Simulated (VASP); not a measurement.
# SnTe (Fm-3m) in VASP: notebook

The runs below take SnTe through relaxation of cell and atoms, with PBE+D3(BJ).

Program: VASP 6.6.1. These are calculated values, not measurements. Logs are shortened: lines on timing, memory, paths and dates and some standing lists are left out, and cuts for length are marked.

**1. The cell of the first run**

The structure is cubic, space group Fm-3m (No. 225). The conventional cell has a = 6.313 Å, b = 6.313 Å, c = 6.313 Å, α = 90.00°, β = 90.00°, γ = 90.00°. Within 4.2 Å of Sn (site symmetry m-3m) lie 6 Te at 3.16 Å. Te (site symmetry m-3m) has 6 Sn at 3.16 Å within 4.2 Å.

**2. Relaxation of cell and atoms, PBE+D3(BJ)**

INCAR reads:

```
  PREC = Accurate
  ENCUT = 500
  EDIFF = 1E-7
  ISMEAR = 0
  SIGMA = 0.01
  LREAL = F
  LASPH = T
  NELM = 120
  ALGO = Normal
  ISIF = 3
  LWAVE = F
  LCHARG = F
  GGA = PE
  IVDW = 12
  IBRION = 2
  NSW = 100
  EDIFFG = -0.005
  GGA_COMPAT = F
  NELMIN = 4
```

KPOINTS reads:

```
regular mesh
0
Gamma
  10 10 10
```

POSCAR reads:

```
SnTe
1.0
    0.0000000000      3.1565000000      3.1565000000
    3.1565000000      0.0000000000      3.1565000000
    3.1565000000      3.1565000000      0.0000000000
Sn Te
1 1
Direct
    0.0000000000      0.0000000000      0.0000000000
    0.5000000000      0.5000000000      0.5000000000
```

Potentials or basis: VASP PAW PBE potentials, release 64 (Sn_d, Te).

Started as:

```console
$ cat potpaw_PBE.64/Sn_d/POTCAR potpaw_PBE.64/Te/POTCAR > POTCAR
$ mpirun -np 1 vasp_std > vasp.out
```

OUTCAR:

```text
PREC = Accurate
   ENCUT = 500
   EDIFF = 1E-7
   ISMEAR = 0
   LREAL = F
   LASPH = T
   NELM = 120
   ISIF = 3
   GGA = PE
   IVDW = 12
   IBRION = 2
   NSW = 100
   EDIFFG = -0.005
   NELMIN = 4
 IVDW          = 12

 ion  position               nearest neighbor table
   1  0.000  0.000  0.000-   2 3.16   2 3.16   2 3.16   2 3.16   2 3.16   2 3.16
   2  0.500  0.500  0.500-   1 3.16   1 3.16   1 3.16   1 3.16   1 3.16   1 3.16

  LATTYP: Found a face centered cubic cell.
 ALAT       =     6.3130000000

  Lattice vectors:

 A1 = (   0.0000000000,   3.1565000000,   3.1565000000)
 A2 = (   3.1565000000,   0.0000000000,   3.1565000000)
 A3 = (   3.1565000000,   3.1565000000,   0.0000000000)

Analysis of symmetry for initial positions (statically):
=====================================================================
 Subroutine PRICEL returns:
 Original cell was already a primitive cell.

 Routine SETGRP: Setting up the symmetry group for a
 face centered cubic supercell.

 Subroutine GETGRP returns: Found 48 space group operations
[... 9 lines left out ...]

 Routine SETGRP: Setting up the symmetry group for a
 face centered cubic supercell.

 Subroutine GETGRP returns: Found 48 space group operations
[... 11 lines left out ...]
                                     Primitive cell

  volume of cell :      62.8995

  direct lattice vectors                    reciprocal lattice vectors
     0.000000000  3.156500000  3.156500000    -0.158403295  0.158403295  0.158403295
     3.156500000  0.000000000  3.156500000     0.158403295 -0.158403295  0.158403295
     3.156500000  3.156500000  0.000000000     0.158403295  0.158403295 -0.158403295

  length of vectors
     4.463965110  4.463965110  4.463965110     0.274362555  0.274362555  0.274362555

  position of ions in fractional coordinates (direct lattice)
     0.000000000  0.000000000  0.000000000
     0.500000000  0.500000000  0.500000000

  ion indices of the primitive-cell ions
   primitive index   ion index
                 1           1
                 2           2

----------------------------------------------------------------------------------------

 KPOINTS: regular mesh

Automatic generation of k-mesh.
 Grid dimensions read from file:
 generate k-points for:   10   10   10

 Generating k-lattice:

  Cartesian coordinates                     Fractional coordinates (reciprocal lattice)
    -0.015840329  0.015840329  0.015840329     0.100000000  0.000000000  0.000000000
     0.015840329 -0.015840329  0.015840329     0.000000000  0.100000000  0.000000000
     0.015840329  0.015840329 -0.015840329     0.000000000  0.000000000  0.100000000

  Length of vectors
     0.027436255  0.027436255  0.027436255

  Shift w.r.t. Gamma in fractional coordinates (k-lattice)
     0.000000000  0.000000000  0.000000000

 Subroutine IBZKPT returns following result:
 ===========================================

 Found     47 irreducible k-points:

 Following reciprocal coordinates:
            Coordinates               Weight
  0.000000  0.000000  0.000000      1.000000
  0.100000  0.000000  0.000000      8.000000
  0.200000  0.000000  0.000000      8.000000
  0.300000  0.000000  0.000000      8.000000
  0.400000  0.000000  0.000000      8.000000
  0.500000  0.000000  0.000000      4.000000
[... 16 lines left out ...]
  0.300000  0.300000  0.000000      6.000000
  0.400000  0.300000  0.000000     24.000000
 [... further k-points ...]
   k-points           NKPTS =     47   k-points in BZ     NKDIM =     47   number of bands    NBANDS=     14
   number of dos      NEDOS =    301   number of ions     NIONS =      2
   total plane-waves  NPLWV =  46656
   dimension x,y,z NGX =    36 NGY =   36 NGZ =   36
   dimension x,y,z NGXF=    72 NGYF=   72 NGZF=   72
   ions per type =               1   1
   NGX,Y,Z   is equivalent  to a cutoff of  13.41, 13.41, 13.41 a.u.
   NGXF,Y,Z  is equivalent  to a cutoff of  26.81, 26.81, 26.81 a.u.
 SYSTEM =  unknown system
   PREC   = accura    normal or accurate (medium, high low for compatibility)
   ISTART =      0    job   : 0-new  1-cont  2-samecut
   ICHARG =      2    charge: 1-file 2-atom 10-const
   ISPIN  =      1    spin polarized calculation?
   LNONCOLLINEAR =      F non collinear calculations
   LSORBIT =      F    spin-orbit coupling
   LASPH  =      T    aspherical Exc in radial PAW
   ENCUT  =  500.0 eV  36.75 Ry    6.06 a.u.   8.14  8.14  8.14*2*pi/ulx,y,z
   NELM   =    120;   NELMIN=  4; NELMDL= -5     # of ELM steps
   EDIFF  = 0.1E-06   stopping-criterion for ELM
   LREAL  =      F    real-space projection
   EDIFFG = -.5E-02   stopping-criterion for IOM
   NSW    =    100    number of steps for IOM
   IBRION =      2    ionic relax: 0-MD 1-quasi-New 2-CG
   NFREE  =      1    steps in history (QN), initial steepest desc. (CG)
   ISIF   =      3    stress and relaxation
   ISYM   =      2    0-nonsym 1-usesym 2-fastsym
   POTIM  = 0.5000    time-step for ionic-motion
   TEBEG  =    0.0;   TEEND  =   0.0 temperature during run
   PSTRESS=    0.0 pullay stress
   NELECT =      20.0000    total number of electrons
   NUPDOWN=      -1.0000    fix difference up-down
   EMIN   =  10.00;   EMAX   =-10.00  energy-range for DOS
   EFERMI =   0.00;   METHOD = LEGACY
   ISMEAR =     0;   SIGMA  =   0.01  broadening in eV -4-tet -1-fermi 0-gaus
   EFERMI_NEDOS =   21; number of points for ismear=-14 and -15
   IALGO  =     38    algorithm
   IMIX   =      4    mixing-type and parameters
     AMIX     =   0.40;   BMIX     =  1.00
     AMIX_MAG =   1.60;   BMIX_MAG =  1.00
  volume/ion in A,a.u.               =      31.45       212.23
  Fermi-wavevector in a.u.,A,eV,Ry     =   1.117384  2.111549 16.987507  1.248547
  Thomas-Fermi vector in A             =   2.254006
   LORBIT       =      0    0 simple, 1 ext, 2 COOP (PROOUT), +10 PAW based schemes
   GGA     = PE    functional components
   LHFCALC =     F    Hartree Fock is set to
   AEXX    =    0.0000 exact exchange contribution
   IVDW    =    12    specifies the selected vdW correction
   LEPSILON=     F    determine dielectric tensor
   LRPA    =     F    only Hartree local field effects (RPA)
 conjugate gradient relaxation of ions
 non-spin polarized calculation
 Gauss-broadening in eV      SIGMA  =   0.01
  energy-cutoff  :      500.00
  volume of cell :       62.90
 maximum number of plane-waves:      1639
 NGX is ok and might be reduce to    36
   NGX = 17   NGY = 17   NGZ = 17

--------------------------------------- Ionic step        1  -------------------------------------------

 number of electron      19.9999999 magnetization

 Free energy of the ion-electron system (eV)
  ---------------------------------------------------
  ext. energy  EPLUGINS =         0.00000000
  ---------------------------------------------------
  free energy    TOTEN  =        -7.54704805 eV

  energy without entropy =       -7.54704805  energy(sigma->0) =       -7.54704805

------------------------ aborting loop because EDIFF is reached ----------------------------------------

 Edisp (eV)   -0.79737

 E8    (eV) :    -0.3758

  FORCE on cell =-STRESS in cart. coord.  units (eV):
  Direction    XX          YY          ZZ          XY          YZ          ZX
  --------------------------------------------------------------------------------------
  -------------------------------------------------------------------------------------
  Total      -0.04351    -0.04351    -0.04351     0.00000     0.00000     0.00000
  in kB      -1.10822    -1.10822    -1.10822     0.00000     0.00000     0.00000
  external pressure =       -1.11 kB  Pullay stress =        0.00 kB

 VOLUME and BASIS-vectors are now :
 -----------------------------------------------------------------------------
  energy-cutoff  :      500.00
  volume of cell :       62.90
      direct lattice vectors                 reciprocal lattice vectors
     0.000000000  3.156500000  3.156500000    -0.158403295  0.158403295  0.158403295
     3.156500000  0.000000000  3.156500000     0.158403295 -0.158403295  0.158403295
     3.156500000  3.156500000  0.000000000     0.158403295  0.158403295 -0.158403295
[... 41 lines left out ...]
 POSITION                                       TOTAL-FORCE (eV/Angst)
 -----------------------------------------------------------------------------------
      6.30637      3.15319      3.15319         0.000000      0.000000      0.000000
      3.15319      3.15319      3.15319         0.000000     -0.000000     -0.000000
 -----------------------------------------------------------------------------------
    total drift:                                0.000000      0.000000      0.000000

  FREE ENERGIE OF THE ION-ELECTRON SYSTEM (eV)
  ---------------------------------------------------
  free  energy   TOTEN  =        -8.3444700873 eV

  energy  without entropy=       -8.3444700873  energy(sigma->0) =       -8.34447009

--------------------------------------- Ionic step        3  -------------------------------------------

 number of electron      19.9999999 magnetization

 Free energy of the ion-electron system (eV)
  ---------------------------------------------------
  ext. energy  EPLUGINS =         0.00000000
  ---------------------------------------------------
  free energy    TOTEN  =        -7.54498132 eV

  energy without entropy =       -7.54498132  energy(sigma->0) =       -7.54498132

 E-fermi :   6.9824     XC(G=0):  -9.4817

 val. band max:        6.9370037153   @ k =   0.5000   0.0000   0.0000
 cond. band min:       7.0242606336   @ k =   0.5000   0.0000   0.0000
 fundamental gap:      0.0872569183
 Fermi energy:         6.9823503485

 k-point     1 :       0.0000    0.0000    0.0000
  band No.  band energies     occupation
      1     -14.9800      2.00000
      2     -14.9800      2.00000
      3     -14.9744      2.00000
      4     -14.9744      2.00000
      5     -14.9744      2.00000
      6      -5.8607      2.00000
      7       2.2343      2.00000
      8       4.7855      2.00000
      9       4.7855      2.00000
     10       4.7855      2.00000
     11      10.2672      0.00000
     12      10.2672      0.00000
     13      10.2672      0.00000
     14      11.6779      0.00000

 k-point     2 :       0.1000    0.0000    0.0000
  band No.  band energies     occupation
      1     -14.9804      2.00000
      2     -14.9804      2.00000
      3     -14.9742      2.00000
      4     -14.9738      2.00000
      5     -14.9738      2.00000
      6      -5.7764      2.00000
      7       1.7517      2.00000
      8       4.7999      2.00000
      9       4.7999      2.00000
     10       5.1331      2.00000
[... 362 lines left out ...]
 k-point    24 :       0.4000    0.3000    0.0000
  band No.  band energies     occupation
      1     -14.9925      2.00000
      2     -14.9771      2.00000
      3     -14.9768      2.00000
      4     -14.9663      2.00000
      5     -14.9660      2.00000
      6      -4.6772      2.00000
      7       0.0346      2.00000
      8       2.9697      2.00000
      9       3.5346      2.00000
     10       3.7431      2.00000
     11       9.6405      0.00000
     12      10.7724      0.00000
     13      10.8741      0.00000
     14      11.2411      0.00000

 [... further k-points ...]

------------------------ aborting loop because EDIFF is reached ----------------------------------------

 Edisp (eV)   -0.79949

 E8    (eV) :    -0.3768

  FORCE on cell =-STRESS in cart. coord.  units (eV):
  Direction    XX          YY          ZZ          XY          YZ          ZX
  --------------------------------------------------------------------------------------
  -------------------------------------------------------------------------------------
  Total       0.00125     0.00125     0.00125     0.00000     0.00000     0.00000
  in kB       0.03181     0.03181     0.03181     0.00000     0.00000     0.00000
  external pressure =        0.03 kB  Pullay stress =        0.00 kB

 VOLUME and BASIS-vectors are now :
 -----------------------------------------------------------------------------
  energy-cutoff  :      500.00
  volume of cell :       62.74
      direct lattice vectors                 reciprocal lattice vectors
     0.000000000  3.153806922  3.153806922    -0.158538557  0.158538557  0.158538557
     3.153806922  0.000000000  3.153806922     0.158538557 -0.158538557  0.158538557
     3.153806922  3.153806922  0.000000000     0.158538557  0.158538557 -0.158538557

 POSITION                                       TOTAL-FORCE (eV/Angst)
 -----------------------------------------------------------------------------------
      0.00000      0.00000      0.00000         0.000000      0.000000     -0.000000
      3.15381      3.15381      3.15381        -0.000000     -0.000000      0.000000
 -----------------------------------------------------------------------------------
    total drift:                               -0.000000      0.000000      0.000000

  FREE ENERGIE OF THE ION-ELECTRON SYSTEM (eV)
  ---------------------------------------------------
  free  energy   TOTEN  =        -8.3444732902 eV

  energy  without entropy=       -8.3444732902  energy(sigma->0) =       -8.34447329

 reached required accuracy - stopping structural energy minimisation
```

Run time: 79 s. Hardware: 1 thread of Intel Xeon 6975P-C, shared host; peak memory 0.23 GiB.

Results:

```
Free energy                            : -8.3445 eV
Relaxed volume                         : 31.37 Å³/atom
Relaxed cell                           : a = 4.460 Å, b = 4.460 Å, c = 4.460 Å, α = 60.00°, β = 60.00°, γ = 60.00°
Space group after relaxing (to 0.05 Å) : Fm-3m (No. 225)
Energy gained by relaxing              : 0.0 meV/atom
Ionic steps                            : 3
Pressure after relaxing                : 0.0 GPa
Band gap on the k mesh                 : 0.09 eV, direct
Dispersion energy per atom             : -0.400 eV
```

Final structure:
```xyz
2
Lattice="0.0000 3.1538 3.1538 3.1538 0.0000 3.1538 3.1538 3.1538 0.0000" Properties=species:S:1:pos:R:3 pbc="T T T"
Sn    0.0000    0.0000    0.0000
Te    3.1538    3.1538    3.1538
```

Caveat: spin-orbit coupling is left out, which moves the levels of the heavy elements. A k mesh can miss the band edges.

**3. Relaxation of cell and atoms, PBE+D3(BJ)**

INCAR reads:

```
SYSTEM = SnTe
PREC     = Accurate       ! precision mode
ENCUT    = 500            ! plane-wave cutoff, eV
EDIFF    = 1E-7           ! SCF threshold, eV
ISMEAR   = 0              ! smearing method
SIGMA    = 0.01           ! smearing width, eV
LREAL    = .FALSE.        ! projectors in reciprocal space
LASPH    = .TRUE.         ! aspherical terms in the spheres
NELM     = 120            ! most SCF steps
ALGO     = Normal         ! electronic algorithm
ISIF     = 3              ! what is computed and relaxed
LWAVE    = .FALSE.        ! write WAVECAR
LCHARG   = .FALSE.        ! write CHGCAR
GGA      = PE             ! functional
IVDW     = 12             ! dispersion correction
IBRION   = 2              ! ionic algorithm
NSW      = 100            ! ionic steps
EDIFFG   = -0.005         ! ionic threshold
GGA_COMPAT= .FALSE.      
NELMIN   = 4
```

KPOINTS reads:

```
Automatic mesh
0
G
  10 10 10
  0 0 0
```

POSCAR is that of step 2.

Potentials or basis: VASP PAW PBE potentials, release 64 (Sn_d, Te).

Started as:

```console
$ cat potpaw_PBE.64/Sn_d/POTCAR potpaw_PBE.64/Te/POTCAR > POTCAR
$ mpirun -np 1 vasp_std > vasp.out
```

Run time: 74 s. Hardware: 1 thread of Intel Xeon 6975P-C, shared host; peak memory 0.24 GiB.

It converged, with:

| Quantity | Value |
| --- | --- |
| Free energy | -8.3445 eV |
| Relaxed volume | 31.37 Å³/atom |
| Relaxed cell | a = 4.460 Å, b = 4.460 Å, c = 4.460 Å, α = 60.00°, β = 60.00°, γ = 60.00° |
| Space group after relaxing (to 0.05 Å) | Fm-3m (No. 225) |
| Energy gained by relaxing | 0.0 meV/atom |
| Ionic steps | 3 |
| Pressure after relaxing | 0.0 GPa |
| Band gap on the k mesh | 0.09 eV, direct |
| Dispersion energy per atom | -0.400 eV |

Final structure:
```xyz
2
Lattice="0.0000 3.1538 3.1538 3.1538 0.0000 3.1538 3.1538 3.1538 0.0000" Properties=species:S:1:pos:R:3 pbc="T T T"
Sn    0.0000    0.0000    0.0000
Te    3.1538    3.1538    3.1538
```

Levels at points of the mesh, in eV from the valence-band top:
| k point | band 6 | band 7 | band 8 | band 9 | band 10 | band 11 | band 12 | band 13 | band 14 |
| --- | --- | --- | --- | --- | --- | --- | --- | --- | --- |
| (0.00, 0.00, 0.00) | -12.80 | -4.70 | -2.15 | -2.15 | -2.15 | 3.33 | 3.33 | 3.33 | 4.74 |
| (0.50, 0.00, 0.00) | -11.52 | -8.34 | -1.82 | -1.82 | 0.00 | 0.09 | 0.36 | 0.36 | 7.76 |
| (0.50, 0.50, 0.00) | -11.22 | -6.48 | -5.57 | -3.75 | -3.75 | 2.17 | 4.90 | 4.90 | 6.36 |

Caveat: spin-orbit coupling is left out, which moves the levels of the heavy elements.
